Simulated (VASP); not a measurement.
Nb2GaP3:

```
CELL_PARAMETERS angstrom
4.07727 0.00000 0.00000
0.00000 4.07727 0.00000
0.00000 0.00000 7.25134
ATOMIC_POSITIONS crystal
Nb 0.00000 0.50000 0.00000
Nb 0.50000 0.00000 0.00000
Ga 0.50000 0.50000 0.00000
P 0.00000 0.00000 0.66044
P 0.00000 0.00000 0.33956
P 0.00000 0.00000 0.00000
```

The cell was generated, and may not be a known phase.

- Program: VASP 6.6.1
- Task: relaxation of cell and atoms
- Functional: PBE
- Potentials or basis: VASP PAW PBE potentials, release 64 (Nb_sv, Ga_d, P)
- Cutoff: 600 eV
- k mesh: 4 × 4 × 4
- Occupations: gaussian, width 0.1 eV
- Spin: no spin polarisation

At the start: pressure 72.9 GPa; volume 20.09 Å³/atom.

Question: Where does the relaxation end?

Answer: Over 11 steps the energy falls by 2361.7 meV/atom and the volume is 27.35 Å³/atom (+36.1 %); space group P4/mmm (No. 123, to 0.1 Å) before and after.

The path:
```tsv
step	energy change (eV)	largest force (eV/Å)	pressure (GPa)	volume (Å³)
1	0.0000	0.6427	72.91	120.55
2	-1.6624	0.9326	-9.64	325.20
3	-13.3707	0.0777	-7.91	192.06
4	-13.7421	0.0204	-5.86	183.82
5	-13.9011	0.1490	-1.82	173.03
6	-13.9067	0.1294	-2.57	174.70
7	-14.1650	0.0493	-0.65	165.60
8	-14.1696	0.0304	-0.27	164.43
9	-14.1695	0.0338	-0.34	164.63
10	-14.1698	0.0285	0.13	163.66
11	-14.1702	0.0309	-0.08	164.07
```

Final structure:
```cif
data_structure
_symmetry_space_group_name_H-M 'P 1'
_symmetry_Int_Tables_number 1
_cell_length_a 4.9429
_cell_length_b 4.9429
_cell_length_c 6.7155
_cell_angle_alpha 90.000
_cell_angle_beta 90.000
_cell_angle_gamma 90.000
_cell_volume 164.07
loop_
_atom_site_label
_atom_site_type_symbol
_atom_site_fract_x
_atom_site_fract_y
_atom_site_fract_z
_atom_site_occupancy
Nb1 Nb 0.00000 0.50000 0.00000 1
Nb2 Nb 0.50000 0.00000 0.00000 1
Ga1 Ga 0.50000 0.50000 0.00000 1
P1 P 0.00000 0.00000 0.66259 1
P2 P 0.00000 0.00000 0.33741 1
P3 P 0.00000 0.00000 0.00000 1
```

Caveat: the k points lie up to 0.32 Å⁻¹ apart in the final cell, too coarse for converged energies and pressures of a metal; the volume moved by over 15 % at a fixed basis, so the end points are rough.
